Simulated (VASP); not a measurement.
**Mg12O13: single point with PBE**

The system is Mg12O13, a slab with vacuum.

```
Mg O
1.0
     5.61443    0.00000    0.00000
     2.80721    4.86224    0.00000
     0.00000    0.00000   18.73020
Mg O
12 13
Cartesian
  0.0000 0.0000 1.0000
  1.4036 2.4311 1.0000
  2.8072 0.0000 1.0000
  4.2108 2.4311 1.0000
  5.6692 3.2613 3.5418
  4.2623 0.8944 3.5041
  2.7946 3.2690 3.5215
  1.3702 0.8810 3.5473
  2.8065 1.5236 5.9751
  4.3576 4.0680 6.0054
  5.6125 1.5994 6.1492
  7.0300 4.0582 6.0058
  4.2108 4.0519 2.1460
  2.8072 1.6207 2.1460
  7.0180 4.0519 2.1460
  5.6144 1.6207 2.1460
  1.4520 2.4858 4.6435
  -0.0646 0.0193 4.7581
  4.1821 2.4206 4.8149
  2.7487 -0.0187 4.5780
  4.0551 0.6453 7.1898
  5.6038 3.2147 7.1215
  1.4469 0.7408 7.1298
  2.7259 3.2405 7.6801
  2.7206 3.2440 8.9059
```

```
Program                : VASP 6.6.1
Task                   : single point
Functional             : PBE
Potentials or basis    : VASP PAW PBE potentials, release 64 (Mg, O)
Cutoff                 : 520 eV
k mesh                 : 2 × 2 × 1
Occupations            : fermi-dirac, width 0.02 eV
Spin                   : collinear spin
Starting moments       : [0.0, 0.0, 0.0, 0.0, 0.0, 0.0, 0.0, 0.0, 0.0, 0.0, 0.0, 0.0, 0.0, 0.0, 0.0, 0.0, 0.0, 0.0, 0.0, 0.0, -0.39, -0.39, -0.39, 0.45, 0.61] μB
Dipole correction      : no
Further INCAR settings : LREAL = Auto; ALGO = Normal; EDIFF = 1e-06; NBANDS = 73
```

```yaml
Largest_force: 1.343 eV/Å
Net_moment: 0.62 μB per cell
Site_moments: Mg -0.00, +0.00 (each value once); O -0.00, +0.00, -0.01, -0.03, +0.21, +0.32 (each value once) μB
Valence_electrons_inside_the_program's_atomic_spheres: Mg 0.46, 0.45, 0.48, 0.47, 0.51, 0.49 (each value once); O 5.14, 5.15, 5.16, 5.17, 5.18, 4.94, 4.99, 4.97, 4.85 (each value once)
```

Forces in eV/Å, atoms in the order of the input:
```
Mg   0.032 -0.095 -0.859
Mg   0.067  0.035 -0.885
Mg  -0.032 -0.004 -0.658
Mg  -0.060  0.100 -0.868
Mg  -0.889  0.107 -0.653
Mg  -1.053 -0.773  0.220
Mg   0.838  0.312 -0.280
Mg   0.301 -0.966 -0.502
Mg  -0.080  0.014  0.677
Mg  -0.870  0.025  0.209
Mg  -0.360 -0.667  0.743
Mg  -0.695 -0.630  0.365
O   -0.167 -0.077  0.975
O    0.087  0.237  0.916
O    0.171  0.099  0.818
O    0.029  0.173  1.332
O   -0.263 -0.457  0.827
O    0.856 -0.169 -0.755
O    0.040  0.416 -1.197
O    0.766  0.739  0.285
O    0.558  0.915 -0.162
O    0.807  0.265  0.092
O   -0.146  0.505 -0.291
O    0.018 -0.085 -1.070
O    0.046 -0.020  0.719
```

Levels at points of the mesh, in eV from the Fermi level:
Spin up:
| k point | band 48 | band 49 | band 50 | band 51 | band 52 | band 53 | band 54 | band 55 | band 56 | band 57 |
| --- | --- | --- | --- | --- | --- | --- | --- | --- | --- | --- |
| (0.00, 0.00, 0.00) | -0.61 | -0.28 | -0.05 | 0.16 | 0.35 | 2.59 | 2.61 | 2.64 | 3.63 | 4.18 |
| (0.50, 0.00, 0.00) | -0.61 | -0.51 | -0.15 | -0.10 | -0.03 | 0.02 | 2.15 | 2.16 | 4.80 | 5.67 |
| (0.50, 0.50, 0.00) | -0.73 | -0.52 | -0.15 | -0.11 | 0.00 | 0.20 | 2.15 | 2.15 | 4.75 | 5.72 |
| (0.00, 0.50, 0.00) | -0.66 | -0.62 | -0.15 | -0.10 | -0.01 | 0.14 | 2.15 | 2.16 | 4.75 | 5.72 |
Spin down:
| k point | band 49 | band 50 | band 51 | band 52 | band 53 | band 54 |
| --- | --- | --- | --- | --- | --- | --- |
| (0.00, 0.00, 0.00) | -0.14 | 0.04 | 0.26 | 1.00 | 2.59 | 2.61 |
| (0.50, 0.00, 0.00) | -0.19 | -0.15 | -0.10 | 0.00 | 0.91 | 2.15 |
| (0.50, 0.50, 0.00) | -0.15 | -0.11 | -0.05 | 0.10 | 0.70 | 2.15 |
| (0.00, 0.50, 0.00) | -0.16 | -0.14 | -0.10 | 0.02 | 0.86 | 2.15 |

It took 31 min on 1 thread of Intel(R) Xeon(R) Platinum 8259CL CPU @ 2.50GHz (Skylake/Cascade Lake) (shared host), peak memory 0.84 GiB.

Caveat: the k points lie up to 0.65 Å⁻¹ apart; the standard files for N, O and F lose accuracy on very short bonds; there is no dipole correction, which matters where the two faces differ.
